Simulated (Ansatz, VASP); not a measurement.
NiSb in VASP and in Ansatz

INCAR

```
SYSTEM = NiSb
PREC = Accurate
ENCUT = 520
EDIFF = 1E-6
ISMEAR = -1
SIGMA = 0.05
LREAL = .FALSE.
LASPH = .TRUE.
NELM = 150
ALGO = Normal
ISIF = 2
LWAVE = .FALSE.
LCHARG = .TRUE.
ISPIN = 2
MAGMOM = 0 0 1 1
LORBIT = 11
LMAXMIX = 4
GGA = PS
LELF = .TRUE.
LVHAR = .TRUE.
NBANDS = 27
```

The input KPOINTS:

```
regular mesh
0
G
  8 8 5
  0 0 0
```

The input POSCAR:

```
NiSb
1.0
    3.9540140032      0.0000000000      0.0000000000
   -1.9770070016      3.4242765737      0.0000000000
    0.0000000000      0.0000000000      5.1539082729
Sb Ni
2 2
Direct
    0.6666666667      0.3333333333      0.7500000000
    0.3333333333      0.6666666667      0.2500000000
    0.0000000000      0.0000000000      0.5000000000
    0.0000000000      0.0000000000      0.0000000000
```

input.yaml

```yaml
crystal:
  lattice:
    - [3.9540140032, 0.0, 0.0]
    - [-1.9770070016, 3.4242765737, 0.0]
    - [0.0, 0.0, 5.1539082729]
  atoms:
    - { symbol: Sb, position: [0.6666666667, 0.3333333333, 0.75] }
    - { symbol: Sb, position: [0.3333333333, 0.6666666667, 0.25] }
    - { symbol: Ni, position: [0.0, 0.0, 0.5], spin: 1.0 }
    - { symbol: Ni, position: [0.0, 0.0, 0.0], spin: 1.0 }
hamiltonian:
  xc: pbesol
  pseudopotentials: { kind: paw }
magnetization:
  spin_polarized: true
kpoints:
  mp_grid: { grid: [8, 8, 5] }
scf:
  occupations: { method: fermi_dirac, width: 0.05 }
output:
  forces: true
  stress: true
  eigenvalues: true
```

Alike in both runs: task single point; functional PBEsol; k mesh 8 × 8 × 5; occupations fermi-dirac, width 0.05 eV; collinear spin.

|  | VASP | Ansatz |
| --- | --- | --- |
| version | VASP 6.6.1 | Ansatz 0.2.0 |
| potentials or method | VASP PAW PBE potentials, release 64 (Sb, Ni) | Ansatz PAW |
| plane-wave cutoff (eV) | 520 | 420 |
| valence electrons in the cell | 30 | 66 |

Ansatz gave:

```
gap on the k mesh at the Fermi level (eV)                     : none
pressure (GPa)                                                : -4.3
traceless stress, the component that is largest in VASP (GPa) : -0.54
net moment per atom (μB)                                      : 0.00
```

Question: What did VASP give for the same quantities?

Answer: gap on the k mesh at the Fermi level (eV): none; pressure (GPa): -4.1; traceless stress, the component that is largest in VASP (GPa): -0.44; net moment per atom (μB): 0.00.

VASP's potentials were made for PBE, not for PBEsol. A gap of «none» marks a metal or a gap that the smearing closes. VASP's potentials hold 30 valence electrons a cell and Ansatz's 66, so a difference there can come from the potentials and not from the codes.

Neither program's run includes spin-orbit coupling.
